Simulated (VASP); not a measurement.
# CuO (Tenorite) (C2/c) in VASP: single point with PBE

Aim: the single point of CuO (Tenorite) with PBE.

Everything below comes from runs of VASP 6.6.1. Logs are shortened: lines on timing, memory, paths and dates and some standing lists are left out, and cuts for length are marked.

### 1 The cell of the first run

The typed cell holds 4 atoms: a = 2.949 Å, b = 6.624 Å, c = 2.949 Å, α = 116.37°, β = 90.15°, γ = 116.35°.

### 2 Single point, PBE

INCAR reads:

```
PREC     = Accurate       # precision mode
ENCUT    = 520            # plane-wave cutoff, eV
EDIFF    = 1E-7           # SCF threshold, eV
ISMEAR   = 0              # smearing method
SIGMA    = 0.1            # smearing width, eV
LREAL    = F              # projectors in reciprocal space
LASPH    = T              # aspherical terms in the spheres
NELM     = 80             # most SCF steps
ALGO     = Normal         # electronic algorithm
ISIF     = 2              # what is computed and relaxed
LWAVE    = F              # write WAVECAR
LCHARG   = F              # write CHGCAR
GGA      = PE             # functional
ISYM     = 0            
NBANDS   = 25             # bands
```

KPOINTS reads:

```
Automatic mesh
0
Gamma
  13 6 13
```

POSCAR reads:

```
CuO
1.0
    2.9487853379      0.0000000000      0.0000000000
   -2.9401560495      5.9359274077      0.0000000000
   -0.0075954162     -1.4653680034      2.5589009152
Cu O
2 2
Direct
    0.0000000000      0.0000000000      0.5000000000
    0.0000000000      0.5000000000      0.5000000000
    0.7499171481      0.2500000000      0.7499171481
    0.2500828519      0.7500000000      0.2500828519
```

Potentials or basis: VASP PAW PBE potentials, release 64 (Cu, O).

Started as:

```sh
cat potpaw_PBE.64/Cu/POTCAR potpaw_PBE.64/O/POTCAR > POTCAR
mpirun -np 1 vasp_std > vasp.out
```

OUTCAR:

```text
PREC = Accurate
   ENCUT = 520
   EDIFF = 1E-7
   ISMEAR = 0
   LREAL = F
   LASPH = T
   NELM = 80
   ISIF = 2
   GGA = PE
   ISYM = 0

 ion  position               nearest neighbor table
   1  0.000  0.000  0.500-   3 1.96   4 1.96   3 1.96   4 1.96
   2  0.000  0.500  0.500-   4 1.96   3 1.96   4 1.96   3 1.96
   3  0.750  0.250  0.750-   1 1.96   2 1.96   1 1.96   2 1.96
   4  0.250  0.750  0.250-   1 1.96   2 1.96   1 1.96   2 1.96

IMPORTANT INFORMATION: All symmetrisations will be switched off!
NOSYMM: (Re-)initialisation of all symmetry stuff for point group C_1.

----------------------------------------------------------------------------------------

                                     Primitive cell

  volume of cell :      44.7904

  direct lattice vectors                    reciprocal lattice vectors
     2.948785338  0.000000000  0.000000000     0.339122685  0.167972676  0.097197028
    -2.940156050  5.935927408  0.000000000     0.000000000  0.168465672  0.096472749
    -0.007595416 -1.465368003  2.558900915     0.000000000  0.000000000  0.390792779

  length of vectors
     2.948785338  6.624179329  2.948785338     0.390725322  0.194133135  0.390792779

  position of ions in fractional coordinates (direct lattice)
     0.000000000  0.000000000  0.500000000
     0.000000000  0.500000000  0.500000000
     0.749917148  0.250000000  0.749917148
     0.250082852  0.750000000  0.250082852

  ion indices of the primitive-cell ions
   primitive index   ion index
                 1           1
                 2           2
                 3           3
                 4           4

----------------------------------------------------------------------------------------

 KPOINTS: Automatic mesh

Automatic generation of k-mesh.
 Grid dimensions read from file:
 generate k-points for:   13    6   13

 Generating k-lattice:

  Cartesian coordinates                     Fractional coordinates (reciprocal lattice)
     0.026086360  0.012920975  0.007476694     0.076923077  0.000000000  0.000000000
     0.000000000  0.028077612  0.016078791     0.000000000  0.166666667  0.000000000
     0.000000000  0.000000000  0.030060983     0.000000000  0.000000000  0.076923077

  Length of vectors
     0.030055794  0.032355522  0.030060983

  Shift w.r.t. Gamma in fractional coordinates (k-lattice)
     0.000000000  0.000000000  0.000000000

 -----------------------------------------------------------------------------
|                                                                             |
|           W    W    AA    RRRRR   N    N  II  N    N   GGGG   !!!           |
|           W    W   A  A   R    R  NN   N  II  NN   N  G    G  !!!           |
|           W    W  A    A  R    R  N N  N  II  N N  N  G       !!!           |
|           W WW W  AAAAAA  RRRRR   N  N N  II  N  N N  G  GGG   !            |
|           WW  WW  A    A  R   R   N   NN  II  N   NN  G    G                |
|           W    W  A    A  R    R  N    N  II  N    N   GGGG   !!!           |
|                                                                             |
|     Your reciprocal lattice and k-lattice belong to different lattice       |
|     classes:                                                                |
|                                                                             |
|        The reciprocal lattice is base-centered monoclinic,                  |
|        whereas your k-lattice is triclinic.                                 |
|                                                                             |
|     Results are often still useful ...                                      |
|                                                                             |
 -----------------------------------------------------------------------------

 WARNING: IBZKPT: internal override: KBLOWUP is changed to .FALSE.
      ... skipping the blow-up phase ...

 Subroutine IBZKPT returns following result:
 ===========================================

 Found    508 irreducible k-points:

 Following reciprocal coordinates:
            Coordinates               Weight
  0.000000  0.000000  0.000000      1.000000
  0.076923 -0.000000  0.000000      2.000000
  0.153846 -0.000000  0.000000      2.000000
  0.230769 -0.000000  0.000000      2.000000
  0.307692 -0.000000  0.000000      2.000000
  0.384615 -0.000000  0.000000      2.000000
[... 16 lines left out ...]
  0.153846  0.333333 -0.000000      2.000000
  0.230769  0.333333  0.000000      2.000000
 [... further k-points ...]
   k-points           NKPTS =    508   k-points in BZ     NKDIM =    508   number of bands    NBANDS=     25
   number of dos      NEDOS =    301   number of ions     NIONS =      4
   total plane-waves  NPLWV =  28800
   dimension x,y,z NGX =    24 NGY =   50 NGZ =   24
   dimension x,y,z NGXF=    48 NGYF=  100 NGZF=   48
   ions per type =               2   2
   NGX,Y,Z   is equivalent  to a cutoff of  13.53, 12.55, 13.53 a.u.
   NGXF,Y,Z  is equivalent  to a cutoff of  27.06, 25.10, 27.06 a.u.
 SYSTEM =  unknown system
   PREC   = accura    normal or accurate (medium, high low for compatibility)
   ISTART =      0    job   : 0-new  1-cont  2-samecut
   ICHARG =      2    charge: 1-file 2-atom 10-const
   ISPIN  =      1    spin polarized calculation?
   LNONCOLLINEAR =      F non collinear calculations
   LSORBIT =      F    spin-orbit coupling
   LASPH  =      T    aspherical Exc in radial PAW
   ENCUT  =  520.0 eV  38.22 Ry    6.18 a.u.   5.48 12.32  5.48*2*pi/ulx,y,z
   NELM   =     80;   NELMIN=  2; NELMDL= -5     # of ELM steps
   EDIFF  = 0.1E-06   stopping-criterion for ELM
   LREAL  =      F    real-space projection
   EDIFFG = 0.1E-05   stopping-criterion for IOM
   NSW    =      0    number of steps for IOM
   IBRION =     -1    ionic relax: 0-MD 1-quasi-New 2-CG
   NFREE  =      0    steps in history (QN), initial steepest desc. (CG)
   ISIF   =      2    stress and relaxation
   ISYM   =      0    0-nonsym 1-usesym 2-fastsym
   POTIM  = 0.5000    time-step for ionic-motion
   TEBEG  =    0.0;   TEEND  =   0.0 temperature during run
   PSTRESS=    0.0 pullay stress
   NELECT =      34.0000    total number of electrons
   NUPDOWN=      -1.0000    fix difference up-down
   EMIN   =  10.00;   EMAX   =-10.00  energy-range for DOS
   EFERMI =   0.00;   METHOD = LEGACY
   ISMEAR =     0;   SIGMA  =   0.10  broadening in eV -4-tet -1-fermi 0-gaus
   EFERMI_NEDOS =   21; number of points for ismear=-14 and -15
   IALGO  =     38    algorithm
   IMIX   =      4    mixing-type and parameters
     AMIX     =   0.40;   BMIX     =  1.00
     AMIX_MAG =   1.60;   BMIX_MAG =  1.00
  volume/ion in A,a.u.               =      11.20        75.57
  Fermi-wavevector in a.u.,A,eV,Ry     =   1.493388  2.822095 30.343829  2.230209
  Thomas-Fermi vector in A             =   2.605795
   LORBIT       =      0    0 simple, 1 ext, 2 COOP (PROOUT), +10 PAW based schemes
   GGA     = PE    functional components
   LHFCALC =     F    Hartree Fock is set to
   AEXX    =    0.0000 exact exchange contribution
   IVDW    =     0    specifies the selected vdW correction
   LEPSILON=     F    determine dielectric tensor
   LRPA    =     F    only Hartree local field effects (RPA)
 non-spin polarized calculation
 Gauss-broadening in eV      SIGMA  =   0.10
  energy-cutoff  :      520.00
  volume of cell :       44.79
 maximum number of plane-waves:      1236
 NGX is ok and might be reduce to    24
   NGX = 11   NGY = 25   NGZ = 11

 number of electron      33.9999989 magnetization

 Free energy of the ion-electron system (eV)
  ---------------------------------------------------
  ext. energy  EPLUGINS =         0.00000000
  ---------------------------------------------------
  free energy    TOTEN  =       -19.73712297 eV

  energy without entropy =      -19.72617076  energy(sigma->0) =      -19.73164687

 E-fermi :   4.7755     XC(G=0): -11.2570

 val. band max:        4.7736053127   @ k =   0.3077  -0.3333   0.0769
 cond. band min:       4.7763584308   @ k =   0.4615   0.3333   0.0769
 fundamental gap:      0.0027531181
 Fermi energy:         4.7754719669

 k-point     1 :       0.0000    0.0000    0.0000
  band No.  band energies     occupation
      1     -14.9489      2.00000
      2     -13.6554      2.00000
      3      -3.2361      2.00000
      4      -0.6014      2.00000
      5      -0.5962      2.00000
      6       1.0880      2.00000
[... 17 lines left out ...]
     24      19.1797      0.00000
     25      19.4824      0.00000

 k-point     2 :       0.0769   -0.0000    0.0000
  band No.  band energies     occupation
      1     -14.9035      2.00000
      2     -13.6689      2.00000
      3      -3.1255      2.00000
      4      -0.6264      2.00000
      5      -0.5821      2.00000
      6       0.7270      2.00000
[... 17 lines left out ...]
     24      19.3024      0.00000
     25      19.4691      0.00000

 k-point     3 :       0.1538   -0.0000    0.0000
  band No.  band energies     occupation
      1     -14.7751      2.00000
      2     -13.7042      2.00000
      3      -2.8215      2.00000
      4      -0.7071      2.00000
      5      -0.5466      2.00000
      6       0.0555      2.00000
[... 17 lines left out ...]
     24      19.3677      0.00000
     25      19.5825      0.00000

 k-point     4 :       0.2308   -0.0000    0.0000
  band No.  band energies     occupation
      1     -14.5891      2.00000
      2     -13.7476      2.00000
      3      -2.4091      2.00000
      4      -0.8541      2.00000
      5      -0.5748      2.00000
      6      -0.5254      2.00000
[... 17 lines left out ...]
     24      19.2054      0.00000
     25      19.7401      0.00000

 k-point     5 :       0.3077   -0.0000    0.0000
  band No.  band energies     occupation
      1     -14.3863      2.00000
      2     -13.7848      2.00000
      3      -2.0277      2.00000
      4      -1.2920      2.00000
      5      -0.7396      2.00000
      6      -0.5411      2.00000
[... 17 lines left out ...]
     24      19.0080      0.00000
     25      19.7249      0.00000

 k-point     6 :       0.3846   -0.0000    0.0000
  band No.  band energies     occupation
      1     -14.2175      2.00000
      2     -13.8047      2.00000
      3      -1.7768      2.00000
      4      -1.6884      2.00000
      5      -0.7923      2.00000
      6      -0.5784      2.00000
[... 17 lines left out ...]
     24      18.9451      0.00000
     25      19.6865      0.00000
[... 393 lines left out ...]
 k-point    21 :       0.0000    0.3333   -0.0000
  band No.  band energies     occupation
      1     -14.6698      2.00000
      2     -14.0309      2.00000
      3      -2.2198      2.00000
      4      -0.5723      2.00000
      5      -0.5696      2.00000
      6       0.0852      2.00000
[... 17 lines left out ...]
     24      19.5797      0.00000
     25      19.6253      0.00000

 k-point    22 :       0.0769    0.3333    0.0000
  band No.  band energies     occupation
      1     -14.5141      2.00000
      2     -14.1648      2.00000
      3      -1.7489      2.00000
      4      -0.7352      2.00000
      5      -0.5649      2.00000
      6      -0.2779      2.00000
[... 17 lines left out ...]
     24      18.5708      0.00000
     25      19.7886      0.00000

 k-point    23 :       0.1538    0.3333   -0.0000
  band No.  band energies     occupation
      1     -14.3212      2.00000
      2     -14.2446      2.00000
      3      -1.5020      2.00000
      4      -0.9032      2.00000
      5      -0.5702      2.00000
      6      -0.3145      2.00000
[... 17 lines left out ...]
     24      17.6928      0.00000
     25      19.8619      0.00000

 k-point    24 :       0.2308    0.3333    0.0000
  band No.  band energies     occupation
      1     -14.3197      2.00000
      2     -14.0659      2.00000
      3      -1.7334      2.00000
      4      -0.7804      2.00000
      5      -0.5769      2.00000
      6      -0.4614      2.00000
[... 17 lines left out ...]
     24      17.8677      0.00000
     25      19.8506      0.00000

 [... further k-points ...]
[... 5 lines left out ...]
  --------------------------------------------------------------------------------------
  -------------------------------------------------------------------------------------
  Total        0.1475889      0.2373785      0.1752988     -0.0041325      0.0503851      0.0032659
  in kB        5.2793331      8.4911541      6.2705313     -0.1478224      1.8023028      0.1168244
  external PRESSURE =       6.6803395 kB  Pullay stress =       0.0000000 kB

 VOLUME and BASIS-vectors are now :
 -----------------------------------------------------------------------------
  energy-cutoff  :      520.00
  volume of cell :       44.79
      direct lattice vectors                 reciprocal lattice vectors
     2.948785338  0.000000000  0.000000000     0.339122685  0.167972676  0.097197028
    -2.940156050  5.935927408  0.000000000     0.000000000  0.168465672  0.096472749
    -0.007595416 -1.465368003  2.558900915     0.000000000  0.000000000  0.390792779

 POSITION                                       TOTAL-FORCE (eV/Angst)
 -----------------------------------------------------------------------------------
     -0.00380     -0.73268      1.27945         0.000000     -0.000043     -0.000025
     -1.47388      2.23528      1.27945         0.000000      0.000021      0.000012
      1.47061      0.38508      1.91896        -0.000377     -0.000310      0.000573
     -1.46958      4.08548      0.63994         0.000377      0.000332     -0.000561
 -----------------------------------------------------------------------------------
    total drift:                                0.000000      0.000007      0.000006

  FREE ENERGIE OF THE ION-ELECTRON SYSTEM (eV)
  ---------------------------------------------------
  free  energy   TOTEN  =       -19.7371229720 eV

  energy  without entropy=      -19.7261707613  energy(sigma->0) =      -19.73164687
```

Run time: 3.9 min. Hardware: 1 thread of Intel Xeon 6975P-C (Granite Rapids), shared host; peak memory 0.55 GiB.

Results:

| Quantity | Value |
| --- | --- |
| Free energy | -19.7371 eV |
| Pressure | 0.7 GPa |
| Band gap on the k mesh | zero (band 17 reaches 5.43 eV, above the bottom of band 18 at 4.26 eV) |

Levels at points of the mesh, in eV from the Fermi level:
| k point | band 13 | band 14 | band 15 | band 16 | band 17 | band 18 | band 19 | band 20 | band 21 | band 22 |
| --- | --- | --- | --- | --- | --- | --- | --- | --- | --- | --- |
| (0.00, 0.00, 0.00) | -2.39 | -2.37 | -2.28 | -1.90 | 0.65 | 0.66 | 1.38 | 6.08 | 7.25 | 13.14 |
| (0.00, 0.50, 0.00) | -2.26 | -2.26 | -1.55 | -1.55 | 0.10 | 0.10 | 3.44 | 3.44 | 11.60 | 11.60 |

Caveat: semilocal functionals often make such compounds metallic where correlation or magnetic order opens a gap, which also shifts bond lengths. With open d or f shells a metallic result of PBE can be an artefact of self-interaction; +U or a hybrid may open a gap.
